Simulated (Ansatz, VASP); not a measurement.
## HgTe in VASP and in Ansatz

Contents of INCAR:

```
SYSTEM = HgTe
PREC = Accurate
ENCUT = 500
EDIFF = 1E-6
ISMEAR = -1
SIGMA = 0.02
LREAL = .FALSE.
LASPH = .TRUE.
NELM = 120
ALGO = Normal
ISIF = 2
LWAVE = .FALSE.
LCHARG = .TRUE.
GGA = PE
LELF = .TRUE.
LVHAR = .TRUE.
NBANDS = 16
GGA_COMPAT = .FALSE.
```

The input KPOINTS:

```
regular mesh
0
G
  6 6 6
  0 0 0
```

POSCAR

```
HgTe
1.0
    0.0000000000      3.3268549122      3.3268549122
    3.3268549122      0.0000000000      3.3268549122
    3.3268549122      3.3268549122      0.0000000000
Hg Te
1 1
Direct
    0.0000000000      0.0000000000      0.0000000000
    0.2500000000      0.2500000000      0.2500000000
```

Input for Ansatz:

```yaml
crystal:
  lattice:
    - [0.0, 3.3268549122, 3.3268549122]
    - [3.3268549122, 0.0, 3.3268549122]
    - [3.3268549122, 3.3268549122, 0.0]
  atoms:
    - { symbol: Hg, position: [0.0, 0.0, 0.0] }
    - { symbol: Te, position: [0.25, 0.25, 0.25] }
kpoints:
  mp_grid: { grid: [6, 6, 6] }
hamiltonian:
  xc: pbe
scf:
  occupations: { method: fermi_dirac, width: 0.02 }
  n_extra_bands: 4
output:
  forces: true
  stress: true
  eigenvalues: true
```

Alike in both runs: task single point; functional PBE; k mesh 6 × 6 × 6; occupations fermi-dirac, width 0.02 eV; no spin polarisation.

```csv
,VASP,Ansatz
version,VASP 6.6.1,Ansatz 0.2.0
potentials or method,"VASP PAW PBE potentials, release 64 (Hg, Te)","plane waves, PAW"
plane-wave cutoff (eV),500,420
valence electrons in the cell,18,36
```

```csv
,VASP,Ansatz,Ansatz less VASP
pressure (GPa),0.1,0.0,-0.05
```

The functional is the same, so the differences come from potentials, cutoffs and numerics. VASP's potentials hold 18 valence electrons a cell and Ansatz's 36, so a difference there can come from the potentials and not from the codes.

Neither program's run includes spin-orbit coupling.
